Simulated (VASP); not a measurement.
Write the native input for VASP 6.6.1 that does the following.

```yaml
Task: single point
Functional: LDA
Potentials_or_basis: VASP PAW LDA potentials, release 64 (Mg, Pb_d, N)
Cutoff: 520 eV
k_mesh: 12 × 12 × 4
Occupations: gaussian, width 0.05 eV
Spin: no spin polarisation
Dipole_correction: no
Further_INCAR_settings: ALGO = Normal; EDIFF = 1e-06; NBANDS = 28
```

The structure of MgPb2N2 lies in POSCAR:

```
MgPb2N2
1.0
    3.1917535042      0.0000000000      0.0000000000
   -1.5958767521      2.7641396173      0.0000000000
    0.0000000000      0.0000000000     10.4285161347
Mg Pb N
1 2 2
Direct
    0.0000000000      0.0000000000      0.0000000000
    0.6666666667      0.3333333333      0.2865500000
    0.3333333333      0.6666666667      0.7134500000
    0.6666666667      0.3333333333      0.8618210000
    0.3333333333      0.6666666667      0.1381790000
```

This cell differs from its parent crystal: ratio of the length along z to the lengths across it x 1.2, volume and fractional coordinates fixed.

One way to write it, as run:

INCAR

```
  PREC = Accurate
  ENCUT = 520
  EDIFF = 1E-6
  ISMEAR = 0
  SIGMA = 0.05
  LREAL = False
  LASPH = True
  NELM = 60
  ALGO = Normal
  ISIF = 2
  LWAVE = False
  LCHARG = True
  LELF = True
  LVHAR = True
  NBANDS = 28
```

KPOINTS

```
Automatic mesh
0
Gamma
  12 12 4
```

Potentials or basis: VASP PAW LDA potentials, release 64 (Mg, Pb_d, N).

Launch:

```console
$ cat potpaw_LDA.64/Mg/POTCAR potpaw_LDA.64/Pb_d/POTCAR potpaw_LDA.64/N/POTCAR > POTCAR
$ mpirun -np 1 vasp_std > vasp.out
```

It gave:

| Property | Result |
| --- | --- |
| Pressure | -4.7 GPa |
| Largest force | 2.368 eV/Å |
| Band gap on the k mesh | 0.04 eV, indirect (least direct gap 0.76 eV) |

Caveat: spin-orbit coupling is left out, which moves the levels of the heavy elements; forces of over 1 eV/Å act on the atoms, so gaps and moduli don't describe the material at rest.

It took 68 s on 1 thread of Intel(R) Xeon(R) 6975P-C (Granite Rapids) (shared host), peak memory 0.29 GiB.
